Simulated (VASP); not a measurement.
# BN in VASP: further runs, part 2 of 2

VASP 6.6.1. The steps go on from the part before.

## 4. Single point, LDA (5.05 Å³/atom)

This run uses another cell than the first one, of 5.05 Å³/atom.

INCAR

```
SYSTEM = BN
PREC = Accurate ; ENCUT = 600
EDIFF = 1E-6 ; ISMEAR = 0
SIGMA = 0.05 ; LREAL = .False.
LASPH = .True. ; NELM = 120
ALGO = Normal ; ISIF = 2
LWAVE = .False. ; LCHARG = .True.
GGA = CA ; LELF = .True.
LVHAR = .True. ; NBANDS = 11
GGA_COMPAT = .False.
```

KPOINTS

```
Automatic mesh
0
Gamma
  12 12 12
  0 0 0
```

POSCAR

```
BN
1.0
    0.0000000000      1.6924955094      1.6924955094
    1.6924955094      0.0000000000      1.6924955094
    1.7387570533      1.7387570533     -0.0462615439
B N
1 1
Direct
    0.0000000000      0.0000000000      0.0000000000
    0.7500000000      0.7500000000      0.7500000000
```

The run is started by

```sh
$ cat potpaw_LDA.64/B/POTCAR potpaw_LDA.64/N/POTCAR > POTCAR
$ mpirun -np 1 vasp_std > vasp.out
```

Wall time 15 s (1 thread of AMD EPYC 7R13, shared host); peak memory 0.13 GiB.

It converged, with:

```yaml
Free_energy: -19.1047 eV
Pressure: 67.4 GPa
Largest_force: 0.385 eV/Å
Band_gap_on_the_k_mesh: 4.39 eV (least direct gap 8.30 eV)
```

Forces on the atoms (eV/Å):
```
B    0.222  0.222 -0.222
N   -0.222 -0.222  0.222
```

Stress tensor (GPa, compression positive):
```
 67.36 -17.46  17.46
-17.46  67.36  17.46
 17.46  17.46  67.36
```

Levels at points of the mesh, in eV from the valence-band top:
| k point | band 2 | band 3 | band 4 | band 5 | band 6 | band 7 |
| --- | --- | --- | --- | --- | --- | --- |
| (0.00, 0.00, 0.00) | -0.27 | 0.00 | 0.00 | 8.30 | 9.77 | 9.77 |
| (0.50, 0.00, 0.00) | -12.27 | -2.48 | -2.45 | 10.59 | 11.68 | 12.19 |
| (0.50, 0.50, 0.00) | -10.07 | -6.11 | -5.55 | 4.39 | 10.01 | 19.88 |
| (0.00, 0.00, 0.50) | -12.46 | -1.98 | -1.98 | 11.70 | 11.70 | 13.12 |

Caveat: the cell stands under pressure. A k mesh can miss the band edges.

## 5. Single point, LDA (5.05 Å³/atom)

This run uses another cell than the first one, of 5.05 Å³/atom.

INCAR

```
SYSTEM = BN
PREC = Accurate
ENCUT = 600
EDIFF = 1E-6
ISMEAR = 0
SIGMA = 0.05
LREAL = .False.
LASPH = .True.
NELM = 120
ALGO = Normal
ISIF = 2
LWAVE = .False.
LCHARG = .False.
GGA = CA
NBANDS = 11
GGA_COMPAT = .False.
```

KPOINTS

```
regular mesh
0
Gamma
  12 12 12
  0 0 0
```

POSCAR

```
BN
1.0
    0.0000000000      1.7384554832      1.7384554832
    1.7384554832      0.0000000000      1.7384554832
    1.6927920525      1.6927920525      0.0456634307
B N
1 1
Direct
    0.0000000000      0.0000000000      0.0000000000
    0.7500000000      0.7500000000      0.7500000000
```

Potentials or basis: VASP PAW LDA potentials, release 64 (B, N).

The run is started by

```sh
$ cat potpaw_LDA.64/B/POTCAR potpaw_LDA.64/N/POTCAR > POTCAR
$ mpirun -np 1 vasp_std > vasp.out
```

OUTCAR:

```text
SYSTEM = BN
   PREC = Accurate
   ENCUT = 600
   EDIFF = 1E-6
   ISMEAR = 0
   LREAL = .False.
   LASPH = .True.
   NELM = 120
   ISIF = 2
   GGA = CA

 ion  position               nearest neighbor table
   1  0.000  0.000  0.000-   2 1.45   2 1.50   2 1.50   2 1.50
   2  0.750  0.750  0.750-   1 1.45   1 1.50   1 1.50   1 1.50

  LATTYP: Found a trigonal (rhomboedric) cell.
 ALAT       =     2.3944049396
 COS(alpha) =     0.4728527458

  Lattice vectors:

 A1 = (   1.6927920525,  -0.0456634307,  -1.6927920525)
 A2 = (  -0.0456634307,   1.6927920525,  -1.6927920525)
 A3 = (   1.6927920525,   1.6927920525,   0.0456634307)

Analysis of symmetry for initial positions (statically):
=====================================================================
 Subroutine PRICEL returns:
 Original cell was already a primitive cell.

 Routine SETGRP: Setting up the symmetry group for a
 trigonal (rhombohedral) supercell.

 Subroutine GETGRP returns: Found  6 space group operations
 (whereof  6 operations were pure point group operations)
 out of a pool of 12 trial point group operations.

The static configuration has the point symmetry C_3v.
[... 171 lines left out ...]
      2       9.4230      2.00000
      3       9.4230      2.00000
      4       9.5874      2.00000
      5      18.4995      0.00000
      6      18.4995      0.00000
      7      19.4194      0.00000
      8      22.9695      0.00000
      9      37.0396      0.00000
     10      39.2950      0.00000
     11      39.2950      0.00000
[... 309 lines left out ...]
 k-point    24 :      -0.4167    0.1667    0.0000
  band No.  band energies     occupation
      1      -7.1432      2.00000
      2      -2.0023      2.00000
      3       4.8680      2.00000
      4       6.6330      2.00000
      5      19.6385      0.00000
      6      22.8322      0.00000
      7      24.1321      0.00000
      8      26.8948      0.00000
      9      32.1205      0.00000
     10      37.0631      0.00000
     11      39.0228      0.00000

 [... further k-points ...]

------------------------ aborting loop because EDIFF is reached ----------------------------------------

  FORCE on cell =-STRESS in cart. coord.  units (eV):
  Direction    XX          YY          ZZ          XY          YZ          ZX
  --------------------------------------------------------------------------------------
  -------------------------------------------------------------------------------------
  Total        4.2470118      4.2470118      4.2470118      1.1537479     -1.1537479     -1.1537479
  in kB      674.1099652    674.1099652    674.1099652    183.1294555   -183.1294555   -183.1294555
  external PRESSURE =     674.1099652 kB  Pullay stress =       0.0000000 kB

 VOLUME and BASIS-vectors are now :
 -----------------------------------------------------------------------------
  energy-cutoff  :      600.00
  volume of cell :       10.09
      direct lattice vectors                 reciprocal lattice vectors
     0.000000000  1.738455483  1.738455483    -0.291543850  0.283679392  0.291543850
     1.738455483  0.000000000  1.738455483     0.283679392 -0.291543850  0.291543850
     1.692792052  1.692792052  0.045663431     0.299408309  0.299408309 -0.299408309

 POSITION                                       TOTAL-FORCE (eV/Angst)
 -----------------------------------------------------------------------------------
      0.00000      0.00000      0.00000        -0.338593     -0.338593      0.338593
      2.57344      2.57344      2.64193         0.338593      0.338593     -0.338593
 -----------------------------------------------------------------------------------
    total drift:                                0.000081      0.000081     -0.000081

  FREE ENERGIE OF THE ION-ELECTRON SYSTEM (eV)
  ---------------------------------------------------
  free  energy   TOTEN  =       -19.1032271666 eV

  energy  without entropy=      -19.1032271666  energy(sigma->0) =      -19.10322717
```

stdout:

```text
POSCAR found type information on POSCAR B N
 POSCAR found :  2 types and       2 ions
 scaLAPACK will be used
 LDA part: xc-table for (Slater(with rela. corr.)+CA(PZ))
 , standard interpolation
 POSCAR, INCAR and KPOINTS ok, starting setup
 FFT: planning ... GRIDC
 FFT: planning ... GRID_SOFT
 FFT: planning ... GRID
 WAVECAR not read
 entering main loop
```

Run time: 16 s. Hardware: 1 thread of AMD EPYC 7R13, shared host; peak memory 0.14 GiB.

What came out:

- Free energy: -19.1032 eV
- Pressure: 67.4 GPa
- Largest force: 0.586 eV/Å
- Band gap on the k mesh: 4.36 eV (least direct gap 8.91 eV)

Forces in eV/Å, atoms in the order of the input:
```
B   -0.339 -0.339  0.339
N    0.339  0.339 -0.339
```

Levels at points of the mesh, in eV from the valence-band top:
```
           k point  band 1  band 2  band 3  band 4  band 5  band 6  band 7  band 8  band 9
(0.00, 0.00, 0.00)  -22.07   -0.16   -0.16    0.00    8.91    8.91    9.83   13.38   27.45
(0.50, 0.00, 0.00)  -17.14  -12.39   -2.28   -2.21   10.99   11.60   12.84   16.54   25.37
(0.50, 0.50, 0.00)  -15.41  -10.09   -6.16   -5.54    4.36   10.00   19.94   20.06   23.47
(0.00, 0.00, 0.50)  -16.64  -12.16   -2.73   -2.73   10.96   10.96   11.44   16.42   25.37
```

Caveat: the cell stands under pressure. A k mesh can miss the band edges.

## 6. Summary

| cell | gap on the mesh (eV) | pressure (GPa) | largest force (eV/Å) |
| --- | --- | --- | --- |
| a = 2.629 Å, angles 60.0°, 2 atoms | 4.24 | -36.5 | - |
| a = 2.597 Å, angles 60.0°, 2 atoms | 4.29 | -26.2 | - |
| a = 2.394, b = 2.394, c = 2.459 Å, angles 60.9, 60.9, 60.0°, 2 atoms | 4.39 | 67.4 | 0.38 |
| a = 2.459, b = 2.459, c = 2.394 Å, angles 59.1, 59.1, 60.0°, 2 atoms | 4.36 | 67.4 | 0.59 |

Alike in all rows: task single point; level LDA; potentials or basis VASP PAW LDA potentials, release 64 (B, N); no spin polarisation; k mesh 12 × 12 × 12; cutoff (eV) 600; smearing gaussian 0.05 eV.

Caveats: the cell stands under tension (at least some runs); the cell stands under pressure (at least some runs).

Total energies depend on the potentials used, so only differences within one code and one set of settings carry meaning.
